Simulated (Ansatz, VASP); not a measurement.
# One calculation of Mn3Si, two programs

File POSCAR:

```
Mn3Si
1.0
    0.0000000000      2.8610000000      2.8610000000
    2.8610000000      0.0000000000      2.8610000000
    2.8610000000      2.8610000000      0.0000000000
Mn Si
3 1
Direct
    0.5000000000      0.5000000000      0.5000000000
    0.2500000000      0.2500000000      0.2500000000
    0.7500000000      0.7500000000      0.7500000000
    0.0000000000      0.0000000000      0.0000000000
```

Contents of INCAR.step1:

```
ALGO = Normal
EDIFF = 1E-4
ENCUT = 520
GGA = PE
ISMEAR = -1
ISPIN = 2
LASPH = True
LCHARG = False
LMAXMIX = 4
LREAL = False
LWAVE = True
MAGMOM = 0.45 0.45 0.45 0
NBANDS = 34
NELM = 150
PREC = Accurate
SIGMA = 0.1
```

INCAR.step2

```
ALGO = Normal
EDIFF = 1E-6
ENCUT = 520
ISIF = 2
ISMEAR = -1
ISPIN = 2
ISTART = 1
LASPH = True
LCHARG = False
LMAXMIX = 4
LMIXTAU = True
LORBIT = 11
LREAL = False
LWAVE = False
MAGMOM = 0.45 0.45 0.45 0
METAGGA = R2SCAN
NBANDS = 34
NELM = 150
PREC = Accurate
SIGMA = 0.1
```

Contents of KPOINTS:

```
k-points
0
Gamma
  7 7 7
```

Input for Ansatz:

```yaml
crystal:
  lattice:
    - [0.0, 2.861, 2.861]
    - [2.861, 0.0, 2.861]
    - [2.861, 2.861, 0.0]
  atoms:
    - { symbol: Mn, position: [0.5, 0.5, 0.5], spin: 0.45 }
    - { symbol: Mn, position: [0.25, 0.25, 0.25], spin: 0.45 }
    - { symbol: Mn, position: [0.75, 0.75, 0.75], spin: 0.45 }
    - { symbol: Si, position: [0.0, 0.0, 0.0] }
magnetization:
  spin_polarized: true
hamiltonian:
  xc: r2scan
  pseudopotentials: { kind: paw }
basis:
  ecutwfc: 500
kpoints:
  mp_grid: { grid: [7, 7, 7] }
scf:
  occupations: { method: fermi_dirac, width: 0.1 }
  lower_state_search: "off"
output:
  forces: true
  stress: true
```

Change from the starting cell: parallel moments scaled by 0.1, free total moment.

Alike in both runs: task single point; functional r2SCAN; k mesh 7 × 7 × 7; occupations fermi-dirac, width 0.1 eV; collinear spin.

```csv
,VASP,Ansatz
version,VASP 6.6.1,Ansatz 0.2.0
potentials or method,"VASP PAW PBE potentials, release 64 (Mn_pv, Si), cutoff 520 eV","PAW, plane waves, scalar-relativistic"
valence electrons in the cell,43,49
```

Ansatz gave:

* pressure (GPa): -18.1
* net moment per atom (μB): 0.76
* size of the moment on the site where the two differ most (μB): 1.72

Q: Estimate VASP's values.

A: Pressure (GPa): -23.8; net moment per atom (μB): 0.00; size of the moment on the site where the two differ most (μB): 0.00.

The net moments are unlike, so the other rows may belong to different states. VASP's potentials were made for PBE, not for r2SCAN. Site moments also hang on the region over which each program counts them. VASP's potentials hold 43 valence electrons a cell and Ansatz's 49, so a difference there can come from the potentials and not from the codes. Ansatz's warnings: stability check not made.
